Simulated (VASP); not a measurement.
# SnTe (I4/mmm) in VASP: notebook, part 2 of 2

VASP 6.6.1. Earlier steps stand in the parts before.

**5. Single point, PBEsol (strain +0.000 along x and y, -0.025 along z)**

File INCAR:

```
SYSTEM = SnTe
ALGO = Normal
EDIFF = 1E-6
ENCUT = 500
GGA = PS
GGA_COMPAT = .FALSE.
ISIF = 2
ISMEAR = 0
LASPH = .TRUE.
LCHARG = .TRUE.
LELF = .TRUE.
LREAL = .FALSE.
LVHAR = .TRUE.
LWAVE = .FALSE.
NBANDS = 17
NELM = 120
PREC = Accurate
SIGMA = 0.03
```

File KPOINTS:

```
k-points
0
G
  10 10 10
  0 0 0
```

File POSCAR:

```
SnTe
1.0
    0.0000000000      3.1565000000      3.0775875000
    3.1565000000      0.0000000000      3.0775875000
    3.1565000000      3.1565000000      0.0000000000
Sn Te
1 1
Direct
    0.0000000000      0.0000000000      0.0000000000
    0.5000000000      0.5000000000      0.5000000000
```

Potentials or basis: VASP PAW PBE potentials, release 64 (Sn_d, Te).

Run with:

```sh
$ cat potpaw_PBE.64/Sn_d/POTCAR potpaw_PBE.64/Te/POTCAR > POTCAR
$ mpirun -np 1 vasp_std > vasp.out
```

OUTCAR:

```text
SYSTEM = SnTe
   EDIFF = 1E-6
   ENCUT = 500
   GGA = PS
   ISIF = 2
   ISMEAR = 0
   LASPH = .TRUE.
   LREAL = .FALSE.
   NELM = 120
   PREC = Accurate

 ion  position               nearest neighbor table
   1  0.000  0.000  0.000-   2 3.08   2 3.08   2 3.16   2 3.16   2 3.16   2 3.16
   2  0.500  0.500  0.500-   1 3.08   1 3.08   1 3.16   1 3.16   1 3.16   1 3.16

  LATTYP: Found a body centered tetragonal cell.
 ALAT       =     4.4639651096
 C/A-ratio  =     1.3788582233

  Lattice vectors:

 A1 = (   0.0000000000,  -3.1565000000,  -3.0775875000)
 A2 = (   0.0000000000,   3.1565000000,  -3.0775875000)
 A3 = (   3.1565000000,   0.0000000000,   3.0775875000)

Analysis of symmetry for initial positions (statically):
=====================================================================
 Subroutine PRICEL returns:
 Original cell was already a primitive cell.

 Routine SETGRP: Setting up the symmetry group for a
 body centered tetragonal supercell.

 Subroutine GETGRP returns: Found 16 space group operations
 (whereof 16 operations were pure point group operations)
 out of a pool of 16 trial point group operations.

The static configuration has the point symmetry D_4h.

Analysis of symmetry for dynamics (positions and initial velocities):
=====================================================================
 Subroutine PRICEL returns:
 Original cell was already a primitive cell.

 Routine SETGRP: Setting up the symmetry group for a
 body centered tetragonal supercell.

 Subroutine GETGRP returns: Found 16 space group operations
 (whereof 16 operations were pure point group operations)
 out of a pool of 16 trial point group operations.

The dynamic configuration has the point symmetry D_4h.

 Subroutine INISYM returns: Found 16 space group operations
 (whereof 16 operations are pure point group operations),
[... 105 lines left out ...]
   TEBEG  =    0.0;   TEEND  =   0.0 temperature during run
   PSTRESS=    0.0 pullay stress
   NELECT =      20.0000    total number of electrons
   NUPDOWN=      -1.0000    fix difference up-down
   EMIN   =  10.00;   EMAX   =-10.00  energy-range for DOS
   EFERMI =   0.00;   METHOD = LEGACY
   ISMEAR =     0;   SIGMA  =   0.03  broadening in eV -4-tet -1-fermi 0-gaus
   EFERMI_NEDOS =   21; number of points for ismear=-14 and -15
   IALGO  =     38    algorithm
   IMIX   =      4    mixing-type and parameters
     AMIX     =   0.40;   BMIX     =  1.00
     AMIX_MAG =   1.60;   BMIX_MAG =  1.00
  volume/ion in A,a.u.               =      30.66       206.93
  Fermi-wavevector in a.u.,A,eV,Ry     =   1.126854  2.129445 17.276665  1.269799
  Thomas-Fermi vector in A             =   2.263537
   LORBIT       =      0    0 simple, 1 ext, 2 COOP (PROOUT), +10 PAW based schemes
   GGA     = PS    functional components
   LHFCALC =     F    Hartree Fock is set to
   AEXX    =    0.0000 exact exchange contribution
   IVDW    =     0    specifies the selected vdW correction
   LEPSILON=     F    determine dielectric tensor
   LRPA    =     F    only Hartree local field effects (RPA)
 non-spin polarized calculation
 Gauss-broadening in eV      SIGMA  =   0.03
  energy-cutoff  :      500.00
  volume of cell :       61.33
 maximum number of plane-waves:      1580
   NGX = 17   NGY = 17   NGZ = 17

 number of electron      20.0000004 magnetization

 Free energy of the ion-electron system (eV)
  ---------------------------------------------------
  ext. energy  EPLUGINS =         0.00000000
  ---------------------------------------------------
  free energy    TOTEN  =        -8.32509883 eV

  energy without entropy =       -8.32509883  energy(sigma->0) =       -8.32509883

 E-fermi :   7.0917     XC(G=0):  -9.7408

 val. band max:        6.9687962252   @ k =   0.5000  -0.0000   0.0000
 cond. band min:       7.2103247621   @ k =   0.5000  -0.0000   0.0000
 fundamental gap:      0.2415285369
 Fermi energy:         7.0917277701

 k-point     1 :       0.0000    0.0000    0.0000
  band No.  band energies     occupation
      1     -14.7386      2.00000
      2     -14.7316      2.00000
      3     -14.7308      2.00000
      4     -14.7247      2.00000
      5     -14.7247      2.00000
      6      -5.9172      2.00000
[... 457 lines left out ...]
      4     -14.7151      2.00000
      5     -14.7147      2.00000
      6      -4.6099      2.00000
[... 9 lines left out ...]
     16      16.1503      0.00000
     17      16.8665      0.00000

 [... further k-points ...]
[... 5 lines left out ...]
  --------------------------------------------------------------------------------------
  -------------------------------------------------------------------------------------
  Total       -0.1965162     -0.1965162      1.2411879      0.0000000     -0.0000000     -0.0000000
  in kB       -5.1340116     -5.1340116     32.4262057      0.0000000     -0.0000000     -0.0000000
  external PRESSURE =       7.3860609 kB  Pullay stress =       0.0000000 kB

 VOLUME and BASIS-vectors are now :
 -----------------------------------------------------------------------------
  energy-cutoff  :      500.00
  volume of cell :       61.33
      direct lattice vectors                 reciprocal lattice vectors
     0.000000000  3.156500000  3.077587500    -0.158403295  0.158403295  0.162464918
     3.156500000  0.000000000  3.077587500     0.158403295 -0.158403295  0.162464918
     3.156500000  3.156500000  0.000000000     0.158403295  0.158403295 -0.162464918

 POSITION                                       TOTAL-FORCE (eV/Angst)
 -----------------------------------------------------------------------------------
      0.00000      0.00000      0.00000        -0.000000     -0.000000     -0.000000
      3.15650      3.15650      3.07759         0.000000      0.000000      0.000000
 -----------------------------------------------------------------------------------
    total drift:                                0.000000     -0.000000     -0.000000

  FREE ENERGIE OF THE ION-ELECTRON SYSTEM (eV)
  ---------------------------------------------------
  free  energy   TOTEN  =        -8.3250988331 eV

  energy  without entropy=       -8.3250988331  energy(sigma->0) =       -8.32509883
```

Wall time 94 s (1 thread of Intel Xeon 8259CL, shared host); peak memory 0.26 GiB.

Results:

| Item | Value |
| --- | --- |
| Free energy | -8.3251 eV |
| Pressure | 0.7 GPa |
| Band gap on the k mesh | 0.24 eV |

Stress tensor (GPa, compression positive):
```
-0.51  0.00  0.00
 0.00 -0.51  0.00
 0.00  0.00  3.24
```

Levels at points of the mesh, in eV from the valence-band top:
```tsv
k point	band 7	band 8	band 9	band 10	band 11	band 12	band 13	band 14
(0.00, 0.00, 0.00)	-4.54	-2.29	-2.00	-2.00	3.25	3.25	3.90	4.71
(0.50, 0.00, 0.00)	-8.39	-1.79	-1.73	0.00	0.24	0.35	0.49	7.82
(0.50, 0.50, 0.00)	-6.53	-5.69	-3.80	-3.80	2.06	5.03	5.03	6.88
(0.50, 0.00, 0.50)	-6.36	-5.64	-3.88	-3.59	2.13	4.80	5.49	6.47
```

Caveat: the cell differs from its parent crystal (strain +0.000 along x and y, -0.025 along z); the PAW data sets were made with another functional, which shifts forces and pressure a little; spin-orbit coupling is left out, which moves the levels of the heavy elements. A k mesh can miss the band edges.

**6. Single point, PBEsol (strain +0.050 along x and y, +0.025 along z)**

File INCAR:

```
SYSTEM = SnTe
PREC     = Accurate       ! precision mode
ENCUT    = 500            ! plane-wave cutoff, eV
EDIFF    = 1E-6           ! SCF threshold, eV
ISMEAR   = 0              ! smearing method
SIGMA    = 0.03           ! smearing width, eV
LREAL    = .FALSE.        ! projectors in reciprocal space
LASPH    = .TRUE.         ! aspherical terms in the spheres
NELM     = 120            ! most SCF steps
ALGO     = Normal         ! electronic algorithm
ISIF     = 2              ! what is computed and relaxed
LWAVE    = .FALSE.        ! write WAVECAR
LCHARG   = .TRUE.         ! write CHGCAR
GGA      = PS             ! functional
LELF     = .TRUE.         ! ELF
LVHAR    = .TRUE.       
NBANDS   = 17             ! bands
GGA_COMPAT= .FALSE.
```

File KPOINTS:

```
Automatic mesh
0
G
  10 10 10
  0 0 0
```

File POSCAR:

```
SnTe
1.0
    0.0000000000      3.3143250000      3.2354125000
    3.3143250000      0.0000000000      3.2354125000
    3.3143250000      3.3143250000      0.0000000000
Sn Te
1 1
Direct
    0.0000000000      0.0000000000      0.0000000000
    0.5000000000      0.5000000000      0.5000000000
```

Potentials or basis: VASP PAW PBE potentials, release 64 (Sn_d, Te).

Run with:

```sh
$ cat potpaw_PBE.64/Sn_d/POTCAR potpaw_PBE.64/Te/POTCAR > POTCAR
$ mpirun -np 1 vasp_std > vasp.out
```

Run time: 3 min. Hardware: 1 thread of Intel Xeon 8259CL, shared host; peak memory 0.28 GiB.

Results (log left out):

```
Free energy            : -8.1873 eV
Pressure               : -4.6 GPa
Band gap on the k mesh : 0.18 eV
```

Stress tensor (GPa, compression positive):
```
-5.26  0.00  0.00
 0.00 -5.26  0.00
 0.00  0.00 -3.38
```

Levels at points of the mesh, in eV from the valence-band top:
| k point | band 7 | band 8 | band 9 | band 10 | band 11 | band 12 | band 13 | band 14 |
| --- | --- | --- | --- | --- | --- | --- | --- | --- |
| (0.00, 0.00, 0.00) | -5.00 | -1.80 | -1.56 | -1.56 | 3.04 | 3.04 | 3.57 | 5.04 |
| (0.50, 0.00, 0.00) | -7.59 | -1.35 | -1.31 | 0.00 | 0.18 | 0.64 | 0.74 | 7.55 |
| (0.50, 0.50, 0.00) | -6.32 | -4.62 | -3.03 | -3.03 | 2.69 | 4.41 | 4.41 | 5.86 |
| (0.50, 0.00, 0.50) | -6.21 | -4.56 | -3.11 | -2.85 | 2.75 | 4.23 | 4.79 | 5.51 |

Caveat: the cell differs from its parent crystal (strain +0.050 along x and y, +0.025 along z); the cell stands under tension; the PAW data sets were made with another functional, which shifts forces and pressure a little; spin-orbit coupling is left out, which moves the levels of the heavy elements. A k mesh can miss the band edges.

**7. Overview**

| cell | gap on the mesh (eV) | pressure (GPa) |
| --- | --- | --- |
| a = 4.354, b = 4.354, c = 4.241 Å, angles 60.9, 60.9, 58.3°, 2 atoms | none | 5.6 |
| a = 4.297, b = 4.297, c = 4.352 Å, angles 59.6, 59.6, 60.9°, 2 atoms | 0.22 | 5.3 |
| a = 4.409, b = 4.409, c = 4.352 Å, angles 60.4, 60.4, 59.2°, 2 atoms | 0.33 | 2.1 |
| a = 4.409, b = 4.409, c = 4.464 Å, angles 59.6, 59.6, 60.8°, 2 atoms | 0.24 | 0.7 |
| a = 4.632, b = 4.632, c = 4.687 Å, angles 59.6, 59.6, 60.8°, 2 atoms | 0.18 | -4.6 |

Alike in all rows: task single point; level PBEsol; potentials or basis VASP PAW PBE potentials, release 64 (Sn_d, Te); no spin polarisation; k mesh 10 × 10 × 10; cutoff (eV) 500; smearing gaussian 0.03 eV.

Caveats: the PAW data sets were made with another functional, which shifts forces and pressure a little; spin-orbit coupling is left out, which moves the levels of the heavy elements; the cell stands under pressure (at least some runs); semilocal functionals underestimate gaps, so a narrow gap can read as zero (at least some runs); the cell stands under tension (at least some runs).

Absolute energies hang on the potentials; compare differences alone.
